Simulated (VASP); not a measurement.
A run of VASP 6.6.1 is set up as follows.

File INCAR:

```
  PREC = Accurate
  ENCUT = 520
  EDIFF = 1E-8
  ISMEAR = -1
  SIGMA = 0.05
  LREAL = F
  LASPH = T
  NELM = 150
  ALGO = Normal
  ISIF = 2
  LWAVE = F
  LCHARG = F
  ISPIN = 2
  MAGMOM = 2 0
  LORBIT = 11
  LMAXMIX = 4
  GGA = PE
  LEFG = T
  NBANDS = 18
```

Contents of KPOINTS:

```
Automatic mesh
0
Gamma
  16 16 16
```

Contents of POSCAR:

```
CoO
1.0
    0.0000000000      2.1315000000      2.1315000000
    2.1315000000      0.0000000000      2.1315000000
    2.1315000000      2.1315000000      0.0000000000
Co O
1 1
Direct
    0.0000000000      0.0000000000      0.0000000000
    0.5000000000      0.5000000000      0.5000000000
```

Potentials or basis: VASP PAW PBE potentials, release 64 (Co, O).

The run is started by

```console
$ cat potpaw_PBE.64/Co/POTCAR potpaw_PBE.64/O/POTCAR > POTCAR
$ mpirun -np 1 vasp_std > vasp.out
```

(1) What does it give for the site moments?

(2) Estimate the pressure.

(3) What does it give for the net moment?

## Answers

(1) Co +2.56; O +0.30 μB.

(2) -2.3 GPa.

(3) 2.91 μB per cell.

Caveat: a cell with one magnetic atom can't hold antiferromagnetic order, which such compounds often take.
